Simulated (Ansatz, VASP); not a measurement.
# One calculation of Sc3Al2, two programs

File INCAR:

```
ALGO = Fast
EDIFF = 1E-6
ENCUT = 520
GGA = PE
ISIF = 2
ISMEAR = 0
LASPH = True
LCHARG = False
LREAL = False
LWAVE = False
NBANDS = 50
NELM = 60
PREC = Accurate
SIGMA = 0.1
```

Contents of KPOINTS:

```
k-points
0
Gamma
  4 4 4
```

Contents of POSCAR:

```
Sc3Al2
1.0
    7.3197745900     -2.5356443000      0.0000000000
    7.3197745900      2.5356443000      0.0000000000
    0.0000000000      0.0000000000      4.6659859100
Sc Al
6 4
Direct
    0.8333333300      0.1666666700      0.2500000000
    0.4333333300      0.7666666700      0.2500000000
    0.2333333300      0.5666666700      0.2500000000
    0.1666666700      0.8333333300      0.7500000000
    0.7666666700      0.4333333300      0.7500000000
    0.5666666700      0.2333333300      0.7500000000
    0.0333333300      0.3666666700      0.2500000000
    0.6333333300      0.9666666700      0.2500000000
    0.3666666700      0.0333333300      0.7500000000
    0.9666666700      0.6333333300      0.7500000000
```

Input for Ansatz:

```yaml
crystal:
  lattice:
    - [7.31977459, -2.5356443, 0.0]
    - [7.31977459, 2.5356443, 0.0]
    - [0.0, 0.0, 4.66598591]
  atoms:
    - { symbol: Sc, position: [0.83333333, 0.16666667, 0.25] }
    - { symbol: Sc, position: [0.43333333, 0.76666667, 0.25] }
    - { symbol: Sc, position: [0.23333333, 0.56666667, 0.25] }
    - { symbol: Sc, position: [0.16666667, 0.83333333, 0.75] }
    - { symbol: Sc, position: [0.76666667, 0.43333333, 0.75] }
    - { symbol: Sc, position: [0.56666667, 0.23333333, 0.75] }
    - { symbol: Al, position: [0.03333333, 0.36666667, 0.25] }
    - { symbol: Al, position: [0.63333333, 0.96666667, 0.25] }
    - { symbol: Al, position: [0.36666667, 0.03333333, 0.75] }
    - { symbol: Al, position: [0.96666667, 0.63333333, 0.75] }
basis:
  ecutwfc: 420
kpoints:
  mp_grid: { grid: [4, 4, 4] }
hamiltonian:
  xc: pbe
scf:
  occupations: { method: gaussian, width: 0.1 }
  lower_state_search: "off"
output:
  forces: true
  stress: true
  eigenvalues: true
```

Alike in both runs: task single point; functional PBE; k mesh 4 × 4 × 4; occupations gaussian, width 0.1 eV; no spin polarisation.

```csv
,VASP,Ansatz
version,VASP 6.6.1,Ansatz 0.2.0
potentials or method,"VASP PAW PBE potentials, release 64 (Sc_sv, Al), cutoff 520 eV","scalar-relativistic, plane waves, PAW"
valence electrons in the cell,78,78
```

VASP gave:

| Property | Result |
| --- | --- |
| gap on the k mesh at the Fermi level (eV) | none |
| pressure (GPa) | 17.6 |
| traceless stress, the component that is largest in VASP (GPa) | 1.77 |
| rms of the force components (eV/Å) | 0.389 |

Q: Which values does Ansatz return?

A: gap on the k mesh at the Fermi level (eV): none; pressure (GPa): 17.4; traceless stress, the component that is largest in VASP (GPa): 1.78; rms of the force components (eV/Å): 0.386.

Atom by atom the forces differ by 0.005 eV/Å (rms over components). A gap of «none» marks a metal or a gap that the smearing closes.
